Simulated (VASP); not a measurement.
## AlGa3N4: single point with r2SCAN

The system is AlGa3N4.

```
CELL_PARAMETERS angstrom
5.29309 0.00000 0.00002
0.00000 3.25832 0.00000
-0.00381 0.00000 5.39484
ATOMIC_POSITIONS crystal
Al 0.00058 0.50000 0.66730
Ga 0.49917 0.50000 0.33506
Ga 0.49925 0.00000 0.83146
Ga 0.99986 0.00000 0.16619
N 0.11941 0.50000 0.34060
N 0.11733 0.00000 0.82593
N 0.62024 0.00000 0.16619
N 0.63175 0.50000 0.66727
```

This cell differs from its parent crystal: strain +0.030 along x and y, -0.015 along z.

* Program: VASP 6.6.1
* Task: single point
* Functional: r2SCAN
* Potentials or basis: VASP PAW PBE potentials, release 64 (Al, Ga_d, N)
* Cutoff: 520 eV
* k mesh: 6 × 8 × 4
* Occupations: gaussian, width 0.05 eV
* Spin: no spin polarisation
* Dipole correction: no
* Further INCAR settings: ALGO = Normal; EDIFF = 1e-07; NBANDS = 41

```
Pressure               : -7.0 GPa
Largest force          : 0.489 eV/Å
Band gap on the k mesh : 2.42 eV, direct
```

Forces in eV/Å, atoms in the order of the input:
```
Al  -0.208  0.000  0.313
Ga  -0.196  0.000 -0.364
Ga  -0.168  0.000 -0.350
Ga  -0.184  0.000  0.354
N    0.190  0.000 -0.349
N    0.099  0.000 -0.452
N    0.183  0.000  0.451
N    0.283  0.000  0.398
```

Stress tensor (GPa, compression positive):
```
-12.40   0.00   0.08
  0.00 -11.21   0.00
  0.08   0.00   2.54
```

Levels at points of the mesh, in eV from the valence-band top:
| k point | band 28 | band 29 | band 30 | band 31 | band 32 | band 33 | band 34 | band 35 |
| --- | --- | --- | --- | --- | --- | --- | --- | --- |
| (0.00, 0.00, 0.00) | -0.92 | -0.22 | -0.15 | 0.00 | 2.42 | 4.95 | 5.32 | 5.85 |
| (0.50, 0.00, 0.00) | -0.78 | -0.66 | -0.45 | -0.28 | 4.57 | 4.64 | 4.78 | 5.34 |
| (0.00, 0.50, 0.00) | -2.15 | -2.15 | -1.81 | -1.74 | 5.98 | 6.01 | 7.01 | 7.31 |
| (0.50, 0.50, 0.00) | -1.84 | -1.60 | -1.58 | -1.55 | 5.94 | 6.15 | 6.25 | 6.65 |
| (0.00, 0.00, 0.50) | -0.85 | -0.84 | -0.60 | -0.57 | 4.62 | 4.79 | 6.24 | 6.70 |
| (0.50, 0.00, 0.50) | -1.77 | -1.35 | -1.32 | -1.29 | 5.47 | 5.52 | 5.63 | 6.10 |
| (0.00, 0.50, 0.50) | -2.12 | -2.09 | -0.96 | -0.83 | 5.70 | 5.78 | 6.08 | 6.11 |
| (0.50, 0.50, 0.50) | -1.77 | -1.64 | -1.63 | -1.61 | 4.74 | 4.78 | 4.85 | 5.30 |

Wall time 12 min on 1 thread of Intel(R) Xeon(R) Platinum 8259CL CPU @ 2.50GHz (Skylake/Cascade Lake) (shared host), peak memory 0.34 GiB.

Caveat: the cell differs from its parent crystal (strain +0.030 along x and y, -0.015 along z); the PAW data sets were made with another functional, which shifts forces and pressure a little.
